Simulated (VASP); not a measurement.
Write the native input for VASP 6.6.1 that does the following.

```
Task                   : single point
Functional             : r2SCAN
Potentials or basis    : VASP PAW PBE potentials, release 64 (W_sv, C)
Cutoff                 : 520 eV
k mesh                 : 14 × 14 × 12
Occupations            : gaussian, width 0.025 eV
Spin                   : no spin polarisation
Dipole correction      : no
Further INCAR settings : ALGO = Normal; EDIFF = 1e-06; NBANDS = 16
```

WC:

```
W C
1.0
     2.91187    0.00000    0.00000
    -1.45593    2.52175    0.00000
     0.00000    0.00000    2.83694
W C
1 1
Direct
  0.00000 0.00000 0.00000
  0.66667 0.33333 0.50000
```

The input as run:

POSCAR

```
WC
1.0
    2.9118677777      0.0000000000      0.0000000000
   -1.4559338889      2.5217514680      0.0000000000
    0.0000000000      0.0000000000      2.8369414953
W C
1 1
Direct
    0.0000000000      0.0000000000      0.0000000000
    0.6666666667      0.3333333333      0.5000000000
```

INCAR.step1

```
ALGO = Normal
EDIFF = 1E-4
ENCUT = 520
GGA = PE
ISMEAR = 0
LASPH = True
LCHARG = False
LREAL = False
LWAVE = True
NBANDS = 16
NELM = 100
PREC = Accurate
SIGMA = 0.025
```

INCAR.step2

```
ALGO = Normal
EDIFF = 1E-6
ENCUT = 520
ISIF = 2
ISMEAR = 0
ISTART = 1
LASPH = True
LCHARG = True
LELF = True
LMIXTAU = True
LREAL = False
LVHAR = True
LWAVE = False
METAGGA = R2SCAN
NBANDS = 16
NELM = 100
PREC = Accurate
SIGMA = 0.025
```

KPOINTS

```
k-points
0
Gamma
  14 14 12
```

Potentials or basis: VASP PAW PBE potentials, release 64 (W_sv, C).

Run with:

```sh
$ cat potpaw_PBE.64/W_sv/POTCAR potpaw_PBE.64/C/POTCAR > POTCAR
$ cp INCAR.step1 INCAR
$ mpirun -np 1 vasp_std > vasp.out
$ cp INCAR.step2 INCAR
$ mpirun -np 1 vasp_std > vasp.out
```

It gave:

- Pressure: 1.9 GPa
- Band gap on the k mesh: zero (band 9 reaches 11.68 eV, above the bottom of band 10 at 10.34 eV)

Caveat: the PAW data sets were made with another functional, which shifts forces and pressure a little; spin-orbit coupling is left out, which moves the levels of the heavy elements.

Wall time 4.4 min on 1 thread of AMD EPYC 7R13 Processor (Zen 3) (shared host), peak memory 0.16 GiB.
